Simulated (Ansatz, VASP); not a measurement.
Two plane-wave programs on LiCl

```
Li Cl
1.0
     0.00000    2.55620    2.55620
     2.55620    0.00000    2.55620
     2.55620    2.55620    0.00000
Li Cl
1 1
Direct
  0.00000 0.00000 0.00000
  0.50000 0.50000 0.50000
```

Alike in both runs: task single point; functional r2SCAN; k mesh 8 × 8 × 8; occupations gaussian, width 0.02 eV; no spin polarisation.

```csv
,VASP,Ansatz
version,VASP 6.6.1,Ansatz 0.2.0
potentials or method,"VASP PAW PBE potentials, release 64 (Li_sv, Cl), cutoff 520 eV","scalar-relativistic, plane waves, PAW"
valence electrons in the cell,10,10
```

```tsv
	VASP	Ansatz	Ansatz less VASP
gap on the k mesh at the Fermi level (eV)	7.36	7.29	-0.069
least direct gap on the mesh (eV)	7.36	7.29	-0.069
```

VASP's potentials were made for PBE, not for r2SCAN.

Noted on VASP's run: the cutoff is short for stress, so the pressure is rough.
